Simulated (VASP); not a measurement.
Here is a VASP 6.6.1 calculation.

Contents of POSCAR:

```
MgS
1.0
    0.0400633762      2.6015179370      2.6015179370
    2.6015179370      0.0400633762      2.6015179370
    2.6015179370      2.6015179370      0.0400633762
Mg S
1 1
Direct
    0.0000000000      0.0000000000      0.0000000000
    0.5000000000      0.5000000000      0.5000000000
```

The input INCAR.step1:

```
PREC = Accurate
ENCUT = 520
ISMEAR = 0
SIGMA = 0.01
LREAL = False
LASPH = True
NELM = 60
NBANDS = 11
GGA = PE
ALGO = Normal
EDIFF = 1E-4
LWAVE = True
LCHARG = False
```

INCAR.step2

```
PREC = Accurate
ENCUT = 520
EDIFF = 1E-6
ISMEAR = 0
SIGMA = 0.01
LREAL = False
LASPH = True
NELM = 60
ALGO = Normal
ISIF = 2
LWAVE = False
LCHARG = False
METAGGA = R2SCAN
LMIXTAU = True
NBANDS = 11
ISTART = 1
```

The input KPOINTS:

```
Automatic mesh
0
Gamma
  8 8 8
```

Potentials or basis: VASP PAW PBE potentials, release 64 (Mg, S).

Run with:

```sh
$ cat potpaw_PBE.64/Mg/POTCAR potpaw_PBE.64/S/POTCAR > POTCAR
$ cp INCAR.step1 INCAR
$ mpirun -np 1 vasp_std > vasp.out
$ cp INCAR.step2 INCAR
$ mpirun -np 1 vasp_std > vasp.out
```

(1) Predict the band gap on the k mesh.

(2) What does it give for the pressure?

Answers

(1) 3.40 eV (least direct gap 4.72 eV).

(2) 1.6 GPa.

Caveat: the cell differs from its parent crystal (epitaxial 111 strain -1.5%); the PAW data sets were made with another functional, which shifts forces and pressure a little.
